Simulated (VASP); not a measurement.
# Al3GaN4 (Pm) in VASP: further runs

The runs below take Al3GaN4 through single point, with PBEsol.

Everything below comes from runs of VASP 6.6.1. Logs are shortened: lines on timing, memory, paths and dates and some standing lists are left out, and cuts for length are marked.

## Step 1: The cell of the first run

The structure is monoclinic, space group Pm (No. 6). Conventional cell: a = 4.960 Å, b = 3.085 Å, c = 5.338 Å, α = 90.00°, β = 90.04°, γ = 90.00°. Al (site symmetry m) has 4 N at 1.85 to 1.88 Å within 2.5 Å. Within 2.5 Å of Al (site symmetry m) lie 4 N at 1.87 Å. Al (site symmetry m) has 4 N at 1.87 to 1.88 Å within 2.5 Å. Ga (site symmetry m) has 4 N at 1.91 to 1.93 Å within 2.5 Å. Within 2.5 Å of N (site symmetry m) lie 3 Al at 1.87 Å and 1 Ga at 1.93 Å. N (site symmetry m) has 4 Al at 1.87 to 1.88 Å within 2.5 Å. N (site symmetry m) has 2 Al at 1.85 to 1.87 Å and 2 Ga at 1.91 Å within 2.5 Å. N (site symmetry m) has 3 Al at 1.86 to 1.88 Å and 1 Ga at 1.92 Å within 2.5 Å.

## Step 2: Single point, PBEsol

INCAR

```
PREC     = Accurate       # precision mode
ENCUT    = 520            # plane-wave cutoff, eV
EDIFF    = 1E-6           # SCF threshold, eV
ISMEAR   = 0              # smearing method
SIGMA    = 0.02           # smearing width, eV
LREAL    = F              # projectors in reciprocal space
LASPH    = T              # aspherical terms in the spheres
NELM     = 60             # most SCF steps
ALGO     = Normal         # electronic algorithm
ISIF     = 2              # what is computed and relaxed
LWAVE    = F              # write WAVECAR
LCHARG   = F              # write CHGCAR
GGA      = PS             # functional
NBANDS   = 31             # bands
```

KPOINTS

```
Automatic mesh
0
Gamma
  6 8 4
```

POSCAR

```
Al3GaN4
1.0
    4.9603959174      0.0000000000     -0.0001387210
    0.0000000000      3.0847461504      0.0000000000
   -0.0034535568      0.0000000000      5.3383900224
Al Ga N
3 1 4
Direct
    0.5005366394      0.5000000000      0.1674528096
    0.0012948290      0.5000000000      0.8349434567
    0.0013988389      0.0000000000      0.3315455485
    0.4993896524      0.0000000000      0.6660751901
    0.1106476941      0.0000000000      0.6662817684
    0.1223445806      0.5000000000      0.1672593244
    0.6249180880      0.5000000000      0.8402149717
    0.6230686776      0.0000000000      0.3262279303
```

Potentials or basis: VASP PAW PBE potentials, release 64 (Al, Ga_d, N).

Command:

```
> cat potpaw_PBE.64/Al/POTCAR potpaw_PBE.64/Ga_d/POTCAR potpaw_PBE.64/N/POTCAR > POTCAR
> mpirun -np 1 vasp_std > vasp.out
```

OUTCAR:

```text
PREC = Accurate
   ENCUT = 520
   EDIFF = 1E-6
   ISMEAR = 0
   LREAL = F
   LASPH = T
   NELM = 60
   ISIF = 2
   GGA = PS

 ion  position               nearest neighbor table
   1  0.501  0.500  0.167-   7 1.85   8 1.86   8 1.86   6 1.88   2 3.05   3 3.05   3 3.05   3 3.05
                             3 3.05   2 3.05   4 3.08   4 3.08   4 3.09   4 3.09
   2  0.001  0.500  0.835-   5 1.87   5 1.87   7 1.87   6 1.87   1 3.05   4 3.05   4 3.05   1 3.05
                             4 3.06   4 3.06   3 3.07   3 3.07   3 3.10   3 3.10
   3  0.001  0.000  0.332-   5 1.87   6 1.87   6 1.87   8 1.88   1 3.05   1 3.05   4 3.05   1 3.05
                             1 3.05   4 3.07   2 3.07   2 3.07   2 3.10   2 3.10
   4  0.499  0.000  0.666-   7 1.91   7 1.91   8 1.92   5 1.93   3 3.05   2 3.05   2 3.05   2 3.06
                             2 3.06   3 3.07   1 3.08   1 3.08   1 3.09   1 3.09
   5  0.111  0.000  0.666-   2 1.87   2 1.87   3 1.87   4 1.93
   6  0.122  0.500  0.167-   2 1.87   3 1.87   3 1.87   1 1.88
   7  0.625  0.500  0.840-   1 1.85   2 1.87   4 1.91   4 1.91
   8  0.623  0.000  0.326-   1 1.86   1 1.86   3 1.88   4 1.92

  LATTYP: Found a simple monoclinic cell.
 ALAT       =     4.9603959193
 B/A-ratio  =     0.6218749875
 C/A-ratio  =     1.0762026311
 COS(beta)  =    -0.0006748941

  Lattice vectors:

 A1 = (   4.9603959174,   0.0000000000,  -0.0001387210)
 A2 = (   0.0000000000,   3.0847461504,   0.0000000000)
 A3 = (  -0.0034535568,   0.0000000000,   5.3383900224)

Analysis of symmetry for initial positions (statically):
=====================================================================
 Subroutine PRICEL returns:
 Original cell was already a primitive cell.

 Routine SETGRP: Setting up the symmetry group for a
 simple monoclinic supercell.

 Subroutine GETGRP returns: Found  2 space group operations
 (whereof  2 operations were pure point group operations)
 out of a pool of  4 trial point group operations.

The static configuration has the point symmetry C_1h.

Analysis of symmetry for dynamics (positions and initial velocities):
=====================================================================
 Subroutine PRICEL returns:
 Original cell was already a primitive cell.

 Routine SETGRP: Setting up the symmetry group for a
 simple monoclinic supercell.

 Subroutine GETGRP returns: Found  2 space group operations
 (whereof  2 operations were pure point group operations)
 out of a pool of  4 trial point group operations.

The dynamic configuration has the point symmetry C_1h.

 Subroutine INISYM returns: Found  2 space group operations
 (whereof  2 operations are pure point group operations),
 and found     1 'primitive' translations

----------------------------------------------------------------------------------------

                                     Primitive cell

  volume of cell :      81.6857

  direct lattice vectors                    reciprocal lattice vectors
     4.960395917  0.000000000 -0.000138721     0.201596815  0.000000000  0.000130419
     0.000000000  3.084746150  0.000000000     0.000000000  0.324175783  0.000000000
    -0.003453557  0.000000000  5.338390022     0.000005239  0.000000000  0.187322398

  length of vectors
     4.960395919  3.084746150  5.338391140     0.201596857  0.324175783  0.187322398

  position of ions in fractional coordinates (direct lattice)
     0.500536639  0.500000000  0.167452810
     0.001294829  0.500000000  0.834943457
     0.001398839  0.000000000  0.331545549
     0.499389652  0.000000000  0.666075190
     0.110647694  0.000000000  0.666281768
     0.122344581  0.500000000  0.167259324
     0.624918088  0.500000000  0.840214972
     0.623068678  0.000000000  0.326227930

  ion indices of the primitive-cell ions
   primitive index   ion index
                 1           1
                 2           2
                 3           3
                 4           4
                 5           5
                 6           6
                 7           7
                 8           8

----------------------------------------------------------------------------------------

 KPOINTS: Automatic mesh

Automatic generation of k-mesh.
 Grid dimensions read from file:
 generate k-points for:    6    8    4

 Generating k-lattice:

  Cartesian coordinates                     Fractional coordinates (reciprocal lattice)
     0.033599469  0.000000000  0.000021736     0.166666667  0.000000000  0.000000000
     0.000000000  0.040521973  0.000000000     0.000000000  0.125000000  0.000000000
     0.000001310  0.000000000  0.046830599     0.000000000  0.000000000  0.250000000

  Length of vectors
     0.033599476  0.040521973  0.046830599

  Shift w.r.t. Gamma in fractional coordinates (k-lattice)
     0.000000000  0.000000000  0.000000000

 Subroutine IBZKPT returns following result:
 ===========================================

 Found     70 irreducible k-points:

 Following reciprocal coordinates:
            Coordinates               Weight
  0.000000  0.000000  0.000000      1.000000
  0.166667  0.000000  0.000000      2.000000
  0.333333  0.000000  0.000000      2.000000
  0.500000  0.000000  0.000000      1.000000
  0.000000  0.125000  0.000000      2.000000
  0.166667  0.125000  0.000000      4.000000
[... 16 lines left out ...]
  0.333333  0.000000  0.250000      2.000000
  0.500000  0.000000  0.250000      2.000000
 [... further k-points ...]
   k-points           NKPTS =     70   k-points in BZ     NKDIM =     70   number of bands    NBANDS=     31
   number of dos      NEDOS =    301   number of ions     NIONS =      8
   total plane-waves  NPLWV =  38400
   dimension x,y,z NGX =    40 NGY =   24 NGZ =   40
   dimension x,y,z NGXF=    80 NGYF=   48 NGZF=   80
   ions per type =               3   1   4
   NGX,Y,Z   is equivalent  to a cutoff of  13.41, 12.93, 12.46 a.u.
   NGXF,Y,Z  is equivalent  to a cutoff of  26.81, 25.87, 24.91 a.u.
 SYSTEM =  unknown system
   PREC   = accura    normal or accurate (medium, high low for compatibility)
   ISTART =      0    job   : 0-new  1-cont  2-samecut
   ICHARG =      2    charge: 1-file 2-atom 10-const
   ISPIN  =      1    spin polarized calculation?
   LNONCOLLINEAR =      F non collinear calculations
   LSORBIT =      F    spin-orbit coupling
   LASPH  =      T    aspherical Exc in radial PAW
   ENCUT  =  520.0 eV  38.22 Ry    6.18 a.u.   9.22  5.74  9.93*2*pi/ulx,y,z
   NELM   =     60;   NELMIN=  2; NELMDL= -5     # of ELM steps
   EDIFF  = 0.1E-05   stopping-criterion for ELM
   LREAL  =      F    real-space projection
   EDIFFG = 0.1E-04   stopping-criterion for IOM
   NSW    =      0    number of steps for IOM
   IBRION =     -1    ionic relax: 0-MD 1-quasi-New 2-CG
   NFREE  =      0    steps in history (QN), initial steepest desc. (CG)
   ISIF   =      2    stress and relaxation
   ISYM   =      2    0-nonsym 1-usesym 2-fastsym
   POTIM  = 0.5000    time-step for ionic-motion
   TEBEG  =    0.0;   TEEND  =   0.0 temperature during run
   PSTRESS=    0.0 pullay stress
   NELECT =      42.0000    total number of electrons
   NUPDOWN=      -1.0000    fix difference up-down
   EMIN   =  10.00;   EMAX   =-10.00  energy-range for DOS
   EFERMI =   0.00;   METHOD = LEGACY
   ISMEAR =     0;   SIGMA  =   0.02  broadening in eV -4-tet -1-fermi 0-gaus
   EFERMI_NEDOS =   21; number of points for ismear=-14 and -15
   IALGO  =     38    algorithm
   IMIX   =      4    mixing-type and parameters
     AMIX     =   0.40;   BMIX     =  1.00
     AMIX_MAG =   1.60;   BMIX_MAG =  1.00
  volume/ion in A,a.u.               =      10.21        68.91
  Fermi-wavevector in a.u.,A,eV,Ry     =   1.311523  2.478419 23.403280  1.720093
  Thomas-Fermi vector in A             =   2.441979
   LORBIT       =      0    0 simple, 1 ext, 2 COOP (PROOUT), +10 PAW based schemes
   GGA     = PS    functional components
   LHFCALC =     F    Hartree Fock is set to
   AEXX    =    0.0000 exact exchange contribution
   IVDW    =     0    specifies the selected vdW correction
   LEPSILON=     F    determine dielectric tensor
   LRPA    =     F    only Hartree local field effects (RPA)
 non-spin polarized calculation
 Gauss-broadening in eV      SIGMA  =   0.02
  energy-cutoff  :      520.00
  volume of cell :       81.69
 maximum number of plane-waves:      2248
 NGX is ok and might be reduce to    40
   NGX = 19   NGY = 11   NGZ = 19

 number of electron      42.0000002 magnetization

 Free energy of the ion-electron system (eV)
  ---------------------------------------------------
  ext. energy  EPLUGINS =         0.00000000
  ---------------------------------------------------
  free energy    TOTEN  =       -59.94975663 eV

  energy without entropy =      -59.94975663  energy(sigma->0) =      -59.94975663

 E-fermi :   6.3702     XC(G=0): -11.5354

 val. band max:        6.2550062516   @ k =   0.0000   0.0000   0.0000
 cond. band min:      10.1145953994   @ k =   0.0000   0.0000   0.0000
 fundamental gap:      3.8595891478
 Fermi energy:         6.3701804174

 k-point     1 :       0.0000    0.0000    0.0000
  band No.  band energies     occupation
      1      -9.4093      2.00000
      2      -7.8586      2.00000
      3      -7.8166      2.00000
      4      -6.8821      2.00000
      5      -6.5393      2.00000
      6      -6.4400      2.00000
[... 23 lines left out ...]
     30      17.4930      0.00000
     31      17.5659      0.00000

 k-point     2 :       0.1667    0.0000    0.0000
  band No.  band energies     occupation
      1      -9.3045      2.00000
      2      -7.8950      2.00000
      3      -7.8142      2.00000
      4      -6.9501      2.00000
      5      -6.5396      2.00000
      6      -6.4438      2.00000
[... 740 lines left out ...]
 k-point    24 :       0.5000    0.0000    0.2500
  band No.  band energies     occupation
      1      -8.5628      2.00000
      2      -8.2492      2.00000
      3      -7.8451      2.00000
      4      -7.2809      2.00000
      5      -6.5407      2.00000
      6      -6.4452      2.00000
[... 23 lines left out ...]
     30      17.3177      0.00000
     31      17.9510      0.00000

 [... further k-points ...]

------------------------ aborting loop because EDIFF is reached ----------------------------------------

  FORCE on cell =-STRESS in cart. coord.  units (eV):
  Direction    XX          YY          ZZ          XY          YZ          ZX
  --------------------------------------------------------------------------------------
  -------------------------------------------------------------------------------------
  Total        5.1065180      5.0724079      5.0757777      0.0000000      0.0000000     -0.0038505
  in kB      100.1588627     99.4898298     99.5559257      0.0000000      0.0000000     -0.0755234
  external PRESSURE =      99.7348727 kB  Pullay stress =       0.0000000 kB

 VOLUME and BASIS-vectors are now :
 -----------------------------------------------------------------------------
  energy-cutoff  :      520.00
  volume of cell :       81.69
      direct lattice vectors                 reciprocal lattice vectors
     4.960395917  0.000000000 -0.000138721     0.201596815  0.000000000  0.000130419
     0.000000000  3.084746150  0.000000000     0.000000000  0.324175783  0.000000000
    -0.003453557  0.000000000  5.338390022     0.000005239  0.000000000  0.187322398

 POSITION                                       TOTAL-FORCE (eV/Angst)
 -----------------------------------------------------------------------------------
      2.48228      1.54237      0.89386         0.002903      0.000000      0.000641
      0.00354      1.54237      4.45725         0.004226      0.000000      0.000689
      0.00579      0.00000      1.76992         0.003177      0.000000     -0.001046
      2.47487      0.00000      3.55570         0.007091      0.000000      0.003966
      0.54656      0.00000      3.55686         0.010725      0.000000      0.000155
      0.60630      1.54237      0.89288        -0.002075      0.000000      0.000105
      3.09694      1.54237      4.48531        -0.016823      0.000000     -0.017973
      3.08954      0.00000      1.74145        -0.009225      0.000000      0.013463
 -----------------------------------------------------------------------------------
    total drift:                                0.000915      0.000000      0.000043

  FREE ENERGIE OF THE ION-ELECTRON SYSTEM (eV)
  ---------------------------------------------------
  free  energy   TOTEN  =       -59.9497566268 eV

  energy  without entropy=      -59.9497566268  energy(sigma->0) =      -59.94975663
```

Run time: 4.7 min. Hardware: 1 thread of Intel Xeon 8259CL, shared host; peak memory 0.29 GiB.

Results:

```yaml
Free_energy: -59.9498 eV
Pressure: 10.0 GPa
Largest_force: 0.025 eV/Å
Band_gap_on_the_k_mesh: 3.86 eV
```

Forces in eV/Å, atoms in the order of the input:
```
Al   0.003  0.000  0.001
Al   0.004  0.000  0.001
Al   0.003  0.000 -0.001
Ga   0.007  0.000  0.004
N    0.011  0.000  0.000
N   -0.002  0.000  0.000
N   -0.017  0.000 -0.018
N   -0.009  0.000  0.013
```

Caveat: the cell stands under pressure; the PAW data sets were made with another functional, which shifts forces and pressure a little. A k mesh can miss the band edges.

(Part 1 of 2 ends here.)
